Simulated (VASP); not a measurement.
Input of a VASP 6.6.1 run:

POSCAR

```
Ca11NbO12
1.0
    0.0000000000      4.7676000000      4.7676000000
    4.7676000000      0.0000000000      4.7676000000
    7.1514000000      7.1514000000      0.0000000000
O Ca Nb
12 11 1
Direct
    0.7252040000      0.2727730000      0.1829240000
    0.2738950000      0.7283290000      0.4840130000
    0.7583150000      0.2418110000      0.8334590000
    0.2718490000      0.7261380000      0.1829740000
    0.7273010000      0.2749550000      0.4839730000
    0.2407990000      0.7593120000      0.8334400000
    0.2873780000      0.2884040000      0.4732460000
    0.7118010000      0.7128110000      0.1936090000
    0.7556210000      0.7566390000      0.8269560000
    0.2509810000      0.2520120000      0.1669540000
    0.2435110000      0.2444890000      0.8399200000
    0.7481060000      0.7491340000      0.4999460000
    0.0061880000      0.0072570000      0.9926750000
    0.9929010000      0.9939170000      0.6742500000
    0.9995120000      0.0005720000      0.3335100000
    0.4993890000      0.5004240000      0.0003950000
    0.4997100000      0.5007400000      0.6665250000
    0.0015630000      0.4973470000      0.9997150000
    0.4995150000      0.0005200000      0.3334910000
    0.9975370000      0.5037990000      0.6672280000
    0.4963050000      0.0025640000      0.9997330000
    0.9995010000      0.5005660000      0.3334810000
    0.5027360000      0.9985660000      0.6672580000
    0.4995530000      0.5005970000      0.3334400000
```

File INCAR.step1:

```
PREC = Accurate
ENCUT = 520
EDIFF = 1E-5
ISMEAR = -1
SIGMA = 0.05
LREAL = F
LASPH = T
NELM = 200
ALGO = Normal
ISIF = 2
LWAVE = T
ISPIN = 2
MAGMOM = 0.143 0.143 0 0.143 0.143 0 0.143 0.143 0 0 0 0 0 0 0 0 0 0 0 0 0 0 0 0.143
LORBIT = 11
LMAXMIX = 4
NBANDS = 120
GGA = PE
NELECT = 193.0
ISYM = 0
GGA_COMPAT = F
NCORE = 4
```

INCAR.step2

```
PREC = Accurate
ENCUT = 520
EDIFF = 1E-6
ISMEAR = -1
SIGMA = 0.05
LREAL = F
LASPH = T
NELM = 200
ALGO = Normal
ISIF = 2
LWAVE = F
LCHARG = T
ISPIN = 2
MAGMOM = 0.143 0.143 0 0.143 0.143 0 0.143 0.143 0 0 0 0 0 0 0 0 0 0 0 0 0 0 0 0.143
LORBIT = 11
LMAXMIX = 4
GGA = PE
LHFCALC = T
HFSCREEN = 0.2079
PRECFOCK = Fast
LELF = T
LVHAR = T
NBANDS = 120
ISTART = 1
NELECT = 193.0
ISYM = 0
GGA_COMPAT = F
NCORE = 4
```

The input KPOINTS:

```
Automatic mesh
0
Gamma
  1 1 1
  0.25 0.25 0.25
```

Potentials or basis: VASP PAW PBE potentials, release 64 (O, Ca_sv, Nb_sv).

Command:

```console
$ cat potpaw_PBE.64/O/POTCAR potpaw_PBE.64/Ca_sv/POTCAR potpaw_PBE.64/Nb_sv/POTCAR > POTCAR
$ cp INCAR.step1 INCAR
$ mpirun -np 4 vasp_std > vasp.out
$ cp INCAR.step2 INCAR
$ mpirun -np 4 vasp_std > vasp.out
```

Q: Predict the largest force.

A: 0.204 eV/Å.

Q: Estimate the net moment.

A: 1.00 μB per cell.

Q: Predict the site moments.

A: O +0.01, +0.00, -0.01, -0.00; Ca +0.01, +0.02, +0.00; Nb +0.69 μB.

Forces in eV/Å, atoms in the order of the input:
```
O   -0.197  0.028  0.009
O    0.197 -0.029 -0.006
O    0.004 -0.004  0.000
O    0.029 -0.202  0.009
O   -0.027  0.200 -0.007
O   -0.002  0.005  0.000
O    0.023  0.023 -0.026
O   -0.022 -0.022  0.022
O    0.018  0.018 -0.044
O   -0.003 -0.003 -0.013
O   -0.015 -0.016  0.042
O    0.004  0.004  0.012
Ca   0.039  0.039 -0.099
Ca  -0.038 -0.039  0.096
Ca  -0.002 -0.002  0.000
Ca  -0.008 -0.006  0.014
Ca   0.006  0.007 -0.016
Ca   0.038  0.004 -0.008
Ca   0.001  0.000  0.005
Ca  -0.040 -0.005  0.008
Ca   0.004  0.038 -0.005
Ca  -0.001  0.001  0.003
Ca  -0.007 -0.040  0.010
Nb  -0.002  0.002 -0.004
```

Caveat: the k points lie up to 1.14 Å⁻¹ apart; the cell carries a net charge on a neutralising background, which shifts energy and pressure; the PAW data sets were made with another functional, which shifts forces and pressure a little.
